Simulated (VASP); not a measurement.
Set up this calculation in VASP 6.6.1, as the native input.

| Item | Value |
| --- | --- |
| Task | single point |
| Functional | r2SCAN |
| Potentials or basis | VASP PAW PBE potentials, release 64 (Ge_d) |
| Cutoff | 520 eV |
| k mesh | 10 × 10 × 10 |
| Occupations | fermi-dirac, width 0.1 eV |
| Spin | no spin polarisation |
| Dipole correction | no |
| Further INCAR settings | ALGO = Normal; EDIFF = 1e-07; NBANDS = 21 |

Ge:

```
Ge
1.0
     0.00000    2.91930    2.91930
     2.91930    0.00000    2.91930
     2.91930    2.91930    0.00000
Ge
2
Cartesian
  0.0000 0.0000 0.0000
  1.4597 1.4597 1.4597
```

One way to write it, as run:

POSCAR

```
Ge
1.0
    0.0000000000      2.9193031383      2.9193031383
    2.9193031383      0.0000000000      2.9193031383
    2.9193031383      2.9193031383      0.0000000000
Ge
2
Direct
    0.0000000000      0.0000000000      0.0000000000
    0.2500000000      0.2500000000      0.2500000000
```

INCAR.step1

```
SYSTEM = Ge
  PREC = Accurate
  ENCUT = 520
  ISMEAR = -1
  SIGMA = 0.1
  LREAL = .FALSE.
  LASPH = .TRUE.
  NELM = 80
  NBANDS = 21
  GGA = PE
  ALGO = Normal
  EDIFF = 1E-4
  LWAVE = .TRUE.
  LCHARG = .FALSE.
```

INCAR.step2

```
SYSTEM = Ge
  PREC = Accurate
  ENCUT = 520
  EDIFF = 1E-7
  ISMEAR = -1
  SIGMA = 0.1
  LREAL = .FALSE.
  LASPH = .TRUE.
  NELM = 80
  ALGO = Normal
  ISIF = 2
  LWAVE = .FALSE.
  LCHARG = .FALSE.
  METAGGA = R2SCAN
  LMIXTAU = .TRUE.
  NBANDS = 21
  ISTART = 1
```

KPOINTS

```
Automatic mesh
0
G
  10 10 10
  0 0 0
```

Potentials or basis: VASP PAW PBE potentials, release 64 (Ge_d).

Run with:

```console
$ cat potpaw_PBE.64/Ge_d/POTCAR > POTCAR
$ cp INCAR.step1 INCAR
$ mpirun -np 1 vasp_std > vasp.out
$ cp INCAR.step2 INCAR
$ mpirun -np 1 vasp_std > vasp.out
```

It gave:

```yaml
Pressure: -4.9 GPa
Band_gap_on_the_k_mesh: zero (filled and empty bands touch)
```

Caveat: the PAW data sets were made with another functional, which shifts forces and pressure a little.

It took 110 s on 1 thread of AMD EPYC 9R45 96-Core Processor (Zen 5) (shared host), peak memory 0.17 GiB.
